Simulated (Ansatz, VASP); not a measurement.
**MgO: VASP beside Ansatz**

```xyz
2
Lattice="2.9894 0.0000 0.0000 -1.4947 2.5889 0.0000 0.0000 0.0000 2.7265" Properties=species:S:1:pos:R:3 pbc="T T T"
Mg    0.0000    0.0000    0.0000
O     0.0000    1.7259    1.3632
```

Alike in both runs: task single point; functional r2SCAN; k mesh 12 × 12 × 8; no spin polarisation.

|  | VASP | Ansatz |
| --- | --- | --- |
| version | VASP 6.6.1 | Ansatz 0.2.0 |
| potentials or method | VASP PAW PBE potentials, release 64 (Mg, O), cutoff 520 eV | plane waves, PAW |
| occupations | gaussian, width 0.01 eV | fixed |
| valence electrons in the cell | 8 | 16 |

```csv
,VASP,Ansatz,Ansatz less VASP
pressure (GPa),-12.4,-11.4,+0.97
"traceless stress, the component that is largest in VASP (GPa)",-1.74,-1.59,+0.147
```

VASP's potentials were made for PBE, not for r2SCAN. VASP's potentials hold 8 valence electrons a cell and Ansatz's 16, so a difference there can come from the potentials and not from the codes.
